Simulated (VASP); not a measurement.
**RuBr2: single point with PBEsol**

RuBr2:

```
Ru Br
1.0
     3.72650    0.00000    0.00000
    -1.86325    3.22724    0.00000
     0.00000    0.00000    6.02426
Ru Br
1 2
Direct
  0.00000 0.00000 0.00000
  0.33333 0.66667 0.21335
  0.66667 0.33333 0.78665
```

This cell differs from its parent crystal: volume scaled by 1.040.

```
Program                : VASP 6.6.1
Task                   : single point
Functional             : PBEsol
Potentials or basis    : VASP PAW PBE potentials, release 64 (Ru_pv, Br)
Cutoff                 : 520 eV
k mesh                 : 10 × 10 × 6
Occupations            : gaussian, width 0.05 eV
Spin                   : no spin polarisation
Dipole correction      : no
Further INCAR settings : ALGO = Normal; EDIFF = 1e-06; NBANDS = 21
```

```yaml
Pressure: -0.2 GPa
Largest_force: 0.011 eV/Å
Band_gap_on_the_k_mesh: 0.85 eV, indirect (least direct gap 0.88 eV)
```

Forces on the atoms (eV/Å):
```
Ru   0.000  0.000  0.000
Br   0.000  0.000  0.011
Br   0.000  0.000 -0.011
```

Levels at points of the mesh, in eV from the valence-band top:
```
           k point  band 11  band 12  band 13  band 14  band 15  band 16  band 17  band 18
(0.00, 0.00, 0.00)    -2.52    -1.39    -1.39    -0.38     1.84     1.84     3.26     4.23
(0.50, 0.00, 0.00)    -4.08    -1.27    -0.66    -0.51     1.71     1.91     5.26     5.30
(0.00, 0.00, 0.50)    -2.82    -1.40    -1.40    -0.26     1.97     1.97     4.49     5.29
(0.50, 0.00, 0.50)    -3.46    -1.33    -0.66    -0.50     1.72     1.82     4.67     4.84
```

Wall time 2.7 min on 1 thread of Oxide Virtual Turin-like Processor, on a shared host, peak memory 0.22 GiB.

Caveat: the PAW data sets were made with another functional, which shifts forces and pressure a little; this functional lacks dispersion, which binds the layers, so the pressure and a relaxed spacing across them are unreliable. A k mesh can miss the band edges.
